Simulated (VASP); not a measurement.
# Tl: single point with PBEsol

Tl:

```
Tl
1.0
     3.31776    0.00000    0.00000
    -1.65888    2.87326    0.00000
     0.00000    0.00000    5.30400
Tl
2
Cartesian
  0.0000 1.9155 1.3260
  1.6589 0.9578 3.9780
```

This cell differs from its parent crystal: strain -0.040 along x and y, -0.040 along z.

- Program: VASP 6.6.1
- Task: single point
- Functional: PBEsol
- Potentials or basis: VASP PAW PBE potentials, release 64 (Tl_d)
- Cutoff: 520 eV
- k mesh: 18 × 18 × 10
- Occupations: gaussian, width 0.15 eV
- Spin: no spin polarisation
- Dipole correction: no
- Further INCAR settings: ALGO = Fast; EDIFF = 1e-06; NBANDS = 20

- Pressure: 6.2 GPa
- Band gap on the k mesh: zero (band 13 reaches 11.76 eV, above the bottom of band 14 at 5.04 eV)

Stress tensor (GPa, compression positive):
```
6.09 0.00 0.00
0.00 6.09 0.00
0.00 0.00 6.54
```

Levels at points of the mesh, in eV from the Fermi level:
```
           k point  band 10  band 11  band 12  band 13  band 14  band 15  band 16  band 17
(0.00, 0.00, 0.00)   -11.10   -11.01    -5.07    -3.44     8.79     8.79    10.46    11.14
(0.50, 0.00, 0.00)   -11.03    -5.94    -4.98    -0.53     0.44     1.31     4.05     4.07
(0.00, 0.00, 0.50)   -11.24    -9.36    -9.36     3.75     3.75     9.86     9.86     9.86
(0.50, 0.00, 0.50)   -11.05    -4.68    -4.68    -2.76    -2.76     5.99     5.99     6.77
```

Wall time 2.8 min on 1 thread of Oxide Virtual Turin-like Processor, on a shared host, peak memory 0.27 GiB.

Caveat: the cell differs from its parent crystal (strain -0.040 along x and y, -0.040 along z); the PAW data sets were made with another functional, which shifts forces and pressure a little; spin-orbit coupling is left out, which moves the levels of the heavy elements.
